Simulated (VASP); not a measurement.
# Co2Br (P4/nmm) in VASP: notebook

Co2Br is run at these levels: PBE; tasks: single point.

All numbers are computed with VASP 6.6.1; they aren't measurements. Logs are shortened: lines on timing, memory, paths and dates and some standing lists are left out, and cuts for length are marked.

**1. The cell of the first run**

Symmetry: P4/nmm, No. 129, tetragonal system. The conventional cell has a = 3.420 Å, b = 3.420 Å, c = 9.553 Å, α = 90.00°, β = 90.00°, γ = 90.00°. Within 3.2 Å of Co (site symmetry -4m2) lie 8 Co at 2.41 to 2.42 Å. Within 3.2 Å of Co (site symmetry 4mm) lie 4 Co at 2.41 Å and 4 Br at 2.77 Å. Br (site symmetry 4mm) has 8 Co at 2.77 to 3.50 Å and 4 Br at 3.42 Å within 3.6 Å.

**2. Single point, PBE, collinear spin, ferromagnetic start**

The input, INCAR:

```
ALGO = Normal
EDIFF = 1E-6
ENCUT = 520
GGA = PE
ISIF = 2
ISMEAR = 0
ISPIN = 2
LASPH = T
LCHARG = T
LELF = T
LMAXMIX = 4
LORBIT = 11
LREAL = F
LVHAR = T
LWAVE = F
MAGMOM = 1.82 1.82 1.94 1.94 0 0
NBANDS = 38
NELM = 150
PREC = Accurate
SIGMA = 0.1
```

The input, KPOINTS:

```
k-points
0
Gamma
  4 4 4
```

The input, POSCAR:

```
Co2Br
1.0
    3.4198169531      0.0000000000      0.0000000000
    0.0000000000      3.4198169531      0.0000000000
    0.0000000000      0.0000000000      9.5527176385
Co Br
4 2
Direct
    0.0000000000      0.0000000000      0.0000000000
    0.5000000000      0.5000000000      0.0000000000
    0.0000000000      0.5000000000      0.1782439835
    0.5000000000      0.0000000000      0.8217560165
    0.0000000000      0.5000000000      0.6807635020
    0.5000000000      0.0000000000      0.3192364980
```

Potentials or basis: VASP PAW PBE potentials, release 64 (Co, Br).

Started as:

```
cat potpaw_PBE.64/Co/POTCAR potpaw_PBE.64/Br/POTCAR > POTCAR
mpirun -np 1 vasp_std > vasp.out
```

OUTCAR:

```text
EDIFF = 1E-6
   ENCUT = 520
   GGA = PE
   ISIF = 2
   ISMEAR = 0
   ISPIN = 2
   LASPH = T
   LORBIT = 11
   LREAL = F
   NELM = 150
   PREC = Accurate

 ion  position               nearest neighbor table
   1  0.000  0.000  0.000-   3 2.41   4 2.41   3 2.41   4 2.41   2 2.42   2 2.42   2 2.42   2 2.42

   2  0.500  0.500  0.000-   3 2.41   4 2.41   4 2.41   3 2.41   1 2.42   1 2.42   1 2.42   1 2.42

   3  0.000  0.500  0.178-   1 2.41   2 2.41   1 2.41   2 2.41   6 2.77   6 2.77   6 2.77   6 2.77

   4  0.500  0.000  0.822-   1 2.41   2 2.41   2 2.41   1 2.41   5 2.77   5 2.77   5 2.77   5 2.77

   5  0.000  0.500  0.681-   4 2.77   4 2.77   4 2.77   4 2.77
   6  0.500  0.000  0.319-   3 2.77   3 2.77   3 2.77   3 2.77

  LATTYP: Found a simple tetragonal cell.
 ALAT       =     3.4198169531
 C/A-ratio  =     2.7933417986

  Lattice vectors:

 A1 = (   3.4198169531,   0.0000000000,   0.0000000000)
 A2 = (   0.0000000000,   3.4198169531,   0.0000000000)
 A3 = (   0.0000000000,   0.0000000000,   9.5527176385)

Analysis of symmetry for initial positions (statically):
=====================================================================
 Subroutine PRICEL returns:
 Original cell was already a primitive cell.

 Routine SETGRP: Setting up the symmetry group for a
 simple tetragonal supercell.

 Subroutine GETGRP returns: Found 16 space group operations
 (whereof  8 operations were pure point group operations)
 out of a pool of 16 trial point group operations.

The static configuration has the point symmetry D_2d.
 The point group associated with its full space group is D_4h.

Analysis of symmetry for dynamics (positions and initial velocities):
=====================================================================
 Subroutine PRICEL returns:
 Original cell was already a primitive cell.

 Routine SETGRP: Setting up the symmetry group for a
 simple tetragonal supercell.

 Subroutine GETGRP returns: Found 16 space group operations
 (whereof  8 operations were pure point group operations)
 out of a pool of 16 trial point group operations.

The dynamic configuration has the point symmetry D_2d.
 The point group associated with its full space group is D_4h.

Analysis of structural, dynamic, and magnetic symmetry:
=====================================================================
 Subroutine PRICEL returns:
 Original cell was already a primitive cell.

 Routine SETGRP: Setting up the symmetry group for a
 simple tetragonal supercell.

 Subroutine GETGRP returns: Found 16 space group operations
 (whereof  8 operations were pure point group operations)
 out of a pool of 16 trial point group operations.

The overall configuration has the point symmetry D_2d.
 The point group associated with its full space group is D_4h.

 Subroutine INISYM returns: Found 16 space group operations
 (whereof  8 operations are pure point group operations),
 and found     1 'primitive' translations

----------------------------------------------------------------------------------------

                                     Primitive cell

  volume of cell :     111.7204

  direct lattice vectors                    reciprocal lattice vectors
     3.419816953  0.000000000  0.000000000     0.292413312  0.000000000  0.000000000
     0.000000000  3.419816953  0.000000000     0.000000000  0.292413312  0.000000000
     0.000000000  0.000000000  9.552717639     0.000000000  0.000000000  0.104682253

  length of vectors
     3.419816953  3.419816953  9.552717639     0.292413312  0.292413312  0.104682253

  position of ions in fractional coordinates (direct lattice)
     0.000000000  0.000000000  0.000000000
     0.500000000  0.500000000  0.000000000
     0.000000000  0.500000000  0.178243984
     0.500000000  0.000000000  0.821756016
     0.000000000  0.500000000  0.680763502
[... 25 lines left out ...]

  Length of vectors
     0.073103328  0.073103328  0.026170563

  Shift w.r.t. Gamma in fractional coordinates (k-lattice)
     0.000000000  0.000000000  0.000000000

 Subroutine IBZKPT returns following result:
[... 42 lines left out ...]
  energy-cutoff  :      520.00
  volume of cell :      111.72
 maximum number of plane-waves:      3032
 NGX is ok and might be reduce to    28
   NGX = 13   NGY = 13   NGZ = 35

 number of electron      50.0000019 magnetization       8.6763355

 Free energy of the ion-electron system (eV)
  ---------------------------------------------------
  ext. energy  EPLUGINS =         0.00000000
  ---------------------------------------------------
  free energy    TOTEN  =       -29.69294518 eV

  energy without entropy =      -29.65540758  energy(sigma->0) =      -29.67417638

 E-fermi :   4.9224     XC(G=0): -10.2356

 val. band max:        4.9140697774   @ k =   0.5000   0.0000   0.5000
 cond. band min:       4.9534770939   @ k =   0.5000   0.2500   0.2500
 fundamental gap:      0.0394073165
 Fermi energy:         4.9224138129

 spin component 1

 k-point     1 :       0.0000    0.0000    0.0000
  band No.  band energies     occupation
      1     -10.8541      1.00000
      2     -10.7412      1.00000
      3      -2.3986      1.00000
      4      -0.3517      1.00000
      5      -0.0854      1.00000
      6       0.1092      1.00000
[... 709 lines left out ...]
     36       8.4276      0.00000
     37      14.5496      0.00000
 Fermi energy:         4.9224138129

 spin component 2

 k-point     1 :       0.0000    0.0000    0.0000
  band No.  band energies     occupation
      1     -10.6895      1.00000
      2     -10.5755      1.00000
      3      -2.2032      1.00000
      4       0.2689      1.00000
      5       0.7717      1.00000
      6       1.4604      1.00000
[... 709 lines left out ...]
     36       9.0045      0.00000
     37      14.7480      0.00000
 [bands above 37 left out]

------------------------ aborting loop because EDIFF is reached ----------------------------------------

  FORCE on cell =-STRESS in cart. coord.  units (eV):
  Direction    XX          YY          ZZ          XY          YZ          ZX
  --------------------------------------------------------------------------------------
  -------------------------------------------------------------------------------------
  Total       -0.2112477     -0.2112477      0.0549646      0.0000000      0.0000000      0.0000000
  in kB       -3.0294931     -3.0294931      0.7882449      0.0000000      0.0000000      0.0000000
  external PRESSURE =      -1.7569138 kB  Pullay stress =       0.0000000 kB

 VOLUME and BASIS-vectors are now :
 -----------------------------------------------------------------------------
  energy-cutoff  :      520.00
  volume of cell :      111.72
      direct lattice vectors                 reciprocal lattice vectors
     3.419816953  0.000000000  0.000000000     0.292413312  0.000000000  0.000000000
     0.000000000  3.419816953  0.000000000     0.000000000  0.292413312  0.000000000
     0.000000000  0.000000000  9.552717639     0.000000000  0.000000000  0.104682253

 POSITION                                       TOTAL-FORCE (eV/Angst)
 -----------------------------------------------------------------------------------
      0.00000      0.00000      0.00000        -0.000000      0.000000      0.000000
      1.70991      1.70991      0.00000         0.000000      0.000000      0.000000
      0.00000      1.70991      1.70271         0.000000     -0.000000      0.010116
      1.70991      0.00000      7.85000        -0.000000      0.000000     -0.010116
      0.00000      1.70991      6.50314        -0.000000      0.000000      0.034277
      1.70991      0.00000      3.04958        -0.000000      0.000000     -0.034277
 -----------------------------------------------------------------------------------
    total drift:                                0.000000      0.000000      0.000000

  FREE ENERGIE OF THE ION-ELECTRON SYSTEM (eV)
  ---------------------------------------------------
  free  energy   TOTEN  =       -29.6929451811 eV

  energy  without entropy=      -29.6554075809  energy(sigma->0) =      -29.67417638

 total charge

# of ion       s       p       d       tot
------------------------------------------
    1        0.524   0.438   7.227   8.189
    2        0.524   0.438   7.227   8.189
    3        0.386   0.319   7.204   7.908
    4        0.386   0.319   7.204   7.908
    5        1.623   3.182   0.025   4.830
    6        1.623   3.182   0.025   4.830
--------------------------------------------------
tot          5.065   7.877  28.912  41.854

 magnetization (x)

# of ion       s       p       d       tot
------------------------------------------
    1        0.011  -0.022   1.972   1.962
    2        0.011  -0.022   1.972   1.962
    3       -0.002  -0.008   2.166   2.156
    4       -0.002  -0.008   2.166   2.156
    5        0.010   0.146   0.000   0.157
    6        0.010   0.146   0.000   0.157
--------------------------------------------------
tot          0.039   0.233   8.277   8.548
```

Wall time 1.7 min (1 thread of Intel Xeon 6975P-C (Granite Rapids), shared host); peak memory 0.32 GiB.

Results:

| Item | Value |
| --- | --- |
| Free energy | -29.6929 eV |
| Pressure | -0.2 GPa |
| Largest force | 0.034 eV/Å |
| Net moment | 8.68 μB per cell |
| Site moments | Co +1.96, +2.16 (each value once); Br +0.16 μB |
| Valence electrons inside the program's atomic spheres | Co 8.19, 7.91 (each value once); Br 4.83 |

Forces on the atoms (eV/Å):
```
Co   0.000  0.000  0.000
Co   0.000  0.000  0.000
Co   0.000  0.000  0.010
Co   0.000  0.000 -0.010
Br   0.000  0.000  0.034
Br   0.000  0.000 -0.034
```

Levels at points of the mesh, in eV from the Fermi level:
Spin up:
```tsv
k point	band 27	band 28	band 29	band 30	band 31	band 32
(0.00, 0.00, 0.00)	-0.82	-0.82	-0.55	0.67	3.10	4.19
(0.50, 0.00, 0.00)	-0.78	-0.78	-0.40	-0.40	3.04	3.04
(0.50, 0.50, 0.00)	-1.13	-1.13	0.08	0.08	2.61	2.61
(0.00, 0.00, 0.50)	-0.87	-0.87	-0.55	-0.14	3.44	4.32
(0.50, 0.00, 0.50)	-0.78	-0.78	-0.52	-0.52	3.49	3.49
(0.50, 0.50, 0.50)	-1.07	-1.07	0.12	0.12	2.49	2.49
```
Spin down:
```csv
k point,band 17,band 18,band 19,band 20,band 21,band 22,band 23,band 24
"(0.00, 0.00, 0.00)",-0.84,-0.84,-0.09,0.10,0.12,0.12,0.60,0.60
"(0.50, 0.00, 0.00)",-0.92,-0.92,-0.88,-0.88,-0.02,-0.02,0.10,0.10
"(0.50, 0.50, 0.00)",-0.77,-0.77,-0.73,-0.73,0.37,0.37,0.43,0.43
"(0.00, 0.00, 0.50)",-0.81,-0.76,-0.17,-0.09,0.10,0.11,0.38,0.61
"(0.50, 0.00, 0.50)",-0.93,-0.93,-0.88,-0.88,-0.01,-0.01,0.10,0.10
"(0.50, 0.50, 0.50)",-0.73,-0.73,-0.68,-0.68,0.37,0.37,0.40,0.40
```

Caveat: the k points lie up to 0.46 Å⁻¹ apart; this functional lacks dispersion, which binds the layers, so the pressure and a relaxed spacing across them are unreliable.

**3. Single point, PBE, collinear spin, ferromagnetic start**

This run uses another cell than the first one, of 19.02 Å³/atom.

The input, INCAR:

```
PREC = Accurate ; ENCUT = 520
EDIFF = 1E-7 ; ISMEAR = 0
SIGMA = 0.1 ; LREAL = False
LASPH = True ; NELM = 150
ALGO = Normal ; ISIF = 2
LWAVE = False ; LCHARG = False
ISPIN = 2 ; MAGMOM = 2.31 2.31 2.31 2.31 0.17 0.17
LORBIT = 11 ; LMAXMIX = 4
GGA = PE ; NBANDS = 38
```

The input, KPOINTS:

```
Automatic mesh
0
Gamma
  6 6 2
```

The input, POSCAR:

```
Co2Br
1.0
    3.3931835057      0.0000000000      0.0000000000
    0.0000000000      3.3931835057      0.0000000000
    0.0000000000      0.0000000000      9.9115972400
Co Br
4 2
Direct
    0.0000000000      0.0000000000      0.0000000000
    0.5000000000      0.5000000000      0.0000000000
    0.0000000000      0.5000000000      0.1741965738
    0.5000000000      0.0000000000      0.8258034262
    0.0000000000      0.5000000000      0.6896244692
    0.5000000000      0.0000000000      0.3103755308
```

Potentials or basis: VASP PAW PBE potentials, release 64 (Co, Br).

Started as:

```
cat potpaw_PBE.64/Co/POTCAR potpaw_PBE.64/Br/POTCAR > POTCAR
mpirun -np 1 vasp_std > vasp.out
```

Run time: 2.3 min. Hardware: 1 thread of Intel Xeon 6975P-C (Granite Rapids), shared host; peak memory 0.36 GiB.

Results (log left out):

| Item | Value |
| --- | --- |
| Free energy | -29.7343 eV |
| Pressure | -0.2 GPa |
| Largest force | 0.034 eV/Å |
| Net moment | 8.43 μB per cell |
| Site moments | Co +1.91, +2.12 (each value once); Br +0.15 μB |
| Valence electrons inside the program's atomic spheres | Co 8.20, 7.91 (each value once); Br 4.83 |

Forces on the atoms (eV/Å):
```
Co   0.000  0.000  0.000
Co   0.000  0.000  0.000
Co   0.000  0.000  0.018
Co   0.000  0.000 -0.018
Br   0.000  0.000  0.034
Br   0.000  0.000 -0.034
```

Stress tensor (GPa, compression positive):
```
-0.26  0.00  0.00
 0.00 -0.26  0.00
 0.00  0.00 -0.13
```

Levels at points of the mesh, in eV from the Fermi level:
Spin up:
| k point | band 25 | band 26 | band 27 | band 28 | band 29 | band 30 | band 31 | band 32 | band 33 | band 34 |
| --- | --- | --- | --- | --- | --- | --- | --- | --- | --- | --- |
| (0.00, 0.00, 0.00) | -1.23 | -1.15 | -0.78 | -0.78 | -0.47 | 0.49 | 3.16 | 4.27 | 5.81 | 5.81 |
| (0.50, 0.00, 0.00) | -1.54 | -1.54 | -0.73 | -0.73 | -0.40 | -0.40 | 3.09 | 3.09 | 6.92 | 6.92 |
| (0.50, 0.50, 0.00) | -1.23 | -1.23 | -1.05 | -1.05 | 0.14 | 0.14 | 2.60 | 2.60 | 3.02 | 3.02 |
| (0.00, 0.00, 0.50) | -1.21 | -1.15 | -0.81 | -0.81 | -0.47 | -0.15 | 3.52 | 4.28 | 5.84 | 5.84 |
| (0.50, 0.00, 0.50) | -1.54 | -1.54 | -0.73 | -0.73 | -0.47 | -0.47 | 3.44 | 3.44 | 6.15 | 6.15 |
| (0.50, 0.50, 0.50) | -1.23 | -1.23 | -1.02 | -1.02 | 0.16 | 0.16 | 2.52 | 2.52 | 3.16 | 3.16 |
Spin down:
```tsv
k point	band 17	band 18	band 19	band 20	band 21	band 22	band 23	band 24
(0.00, 0.00, 0.00)	-0.76	-0.76	-0.05	0.06	0.09	0.11	0.62	0.62
(0.50, 0.00, 0.00)	-0.95	-0.95	-0.86	-0.86	-0.06	-0.06	0.07	0.07
(0.50, 0.50, 0.00)	-0.76	-0.76	-0.69	-0.69	0.32	0.32	0.47	0.47
(0.00, 0.00, 0.50)	-0.74	-0.74	-0.16	-0.05	0.08	0.11	0.29	0.62
(0.50, 0.00, 0.50)	-0.95	-0.95	-0.86	-0.86	-0.05	-0.05	0.06	0.06
(0.50, 0.50, 0.50)	-0.71	-0.71	-0.69	-0.69	0.32	0.32	0.45	0.45
```

Caveat: this functional lacks dispersion, which binds the layers, so the pressure and a relaxed spacing across them are unreliable.

**4. Single point, PBE, collinear spin, ferromagnetic start**

This run uses another cell than the first one, of 15.33 Å³/atom.

The input, INCAR:

```
SYSTEM = Co2Br
ALGO = Normal
EDIFF = 1E-6
ENCUT = 520
GGA = PE
ISIF = 2
ISMEAR = 0
ISPIN = 2
LASPH = .TRUE.
LCHARG = .FALSE.
LMAXMIX = 4
LORBIT = 11
LREAL = .FALSE.
LWAVE = .FALSE.
MAGMOM = 3 3 3 3 0 0
NBANDS = 38
NELM = 150
PREC = Accurate
SIGMA = 0.1
```

The input, KPOINTS:

```
k-points
0
G
  6 6 4
  0 0 0
```

The input, POSCAR:

```
Co2Br
1.0
    3.9209695155      0.0000000000      0.0000000000
    0.0000000000      3.9209695155      0.0000000000
    0.0000000000      0.0000000000      5.9826215728
Co Br
4 2
Direct
    0.0000000000      0.0000000000      0.0000000000
    0.5000000000      0.5000000000      0.0000000000
    0.0000000000      0.5000000000      0.2700000000
    0.5000000000      0.0000000000      0.7300000000
    0.0000000000      0.5000000000      0.7000000000
    0.5000000000      0.0000000000      0.3000000000
```

Started as:

```
cat potpaw_PBE.64/Co/POTCAR potpaw_PBE.64/Br/POTCAR > POTCAR
mpirun -np 1 vasp_std > vasp.out
```

Run time: 1.8 min. Hardware: 1 thread of Intel Xeon 6975P-C (Granite Rapids), shared host; peak memory 0.32 GiB.

It converged, with:

```
Free energy                                           : -27.5074 eV
Pressure                                              : -1.2 GPa
Largest force                                         : 0.990 eV/Å
Net moment                                            : 6.69 μB per cell
Site moments                                          : Co +1.61, +1.74 (each value once); Br +0.07 μB
Valence electrons inside the program's atomic spheres : Co 8.06, 8.00 (each value once); Br 4.82
```

Forces on the atoms (eV/Å):
```
Co   0.000  0.000  0.000
Co   0.000  0.000  0.000
Co   0.000  0.000 -0.945
Co   0.000  0.000  0.945
Br   0.000  0.000 -0.990
Br   0.000  0.000  0.990
```

Stress tensor (GPa, compression positive):
```
-1.96  0.00  0.00
 0.00 -1.96  0.00
 0.00  0.00  0.27
```

Levels at points of the mesh, in eV from the Fermi level:
Spin up:
```csv
k point,band 25,band 26,band 27,band 28,band 29,band 30,band 31,band 32
"(0.00, 0.00, 0.00)",-1.46,-1.33,-1.22,-1.11,-1.11,1.27,4.23,4.80
"(0.50, 0.00, 0.00)",-1.24,-1.24,-0.99,-0.99,1.48,1.48,2.27,2.27
"(0.50, 0.50, 0.00)",-1.38,-1.38,-1.21,-1.21,-0.18,-0.18,3.09,3.09
"(0.00, 0.00, 0.50)",-1.30,-1.22,-0.82,-0.82,-0.05,0.36,2.50,4.38
"(0.50, 0.00, 0.50)",-0.90,-0.90,-0.72,-0.72,-0.27,-0.27,3.41,3.41
"(0.50, 0.50, 0.50)",-1.37,-1.37,-1.26,-1.26,1.68,1.68,3.18,3.18
```
Spin down:
```
           k point  band 19  band 20  band 21  band 22  band 23  band 24  band 25  band 26
(0.00, 0.00, 0.00)    -0.70    -0.49    -0.32    -0.21    -0.21     0.10     0.27     0.40
(0.50, 0.00, 0.00)    -0.52    -0.52     0.03     0.03     0.20     0.20     0.44     0.44
(0.50, 0.50, 0.00)    -0.75    -0.75    -0.41    -0.41     0.17     0.17     0.42     0.42
(0.00, 0.00, 0.50)    -0.74    -0.71    -0.21     0.08     0.24     0.24     0.45     0.55
(0.50, 0.00, 0.50)    -0.69    -0.69     0.04     0.04     0.18     0.18     0.32     0.32
(0.50, 0.50, 0.50)    -0.39    -0.39    -0.35    -0.35    -0.33    -0.33     0.38     0.38
```

**5. The runs side by side**

```csv
cell,k mesh,gap on the mesh (eV),pressure (GPa),moment (μB),largest force (eV/Å)
"a = 3.420, b = 3.420, c = 9.553 Å, 6 atoms, atomic positions A",4 × 4 × 4,none,-0.2,8.68,0.03
"a = 3.393, b = 3.393, c = 9.912 Å, 6 atoms, atomic positions B",6 × 6 × 2,none,-0.2,8.43,0.03
"a = 3.921, b = 3.921, c = 5.983 Å, 6 atoms, atomic positions C",6 × 6 × 4,none,-1.2,6.69,0.99
```

Alike in all rows: task single point; level PBE; potentials or basis VASP PAW PBE potentials, release 64 (Co, Br); spin collinear, ferromagnetic start; cutoff (eV) 520; smearing gaussian 0.1 eV.

Caveats: some runs use coarse meshes; this functional lacks dispersion, which binds the layers, so the pressure and a relaxed spacing across them are unreliable (at least some runs).

Absolute energies hang on the potentials; compare differences alone.
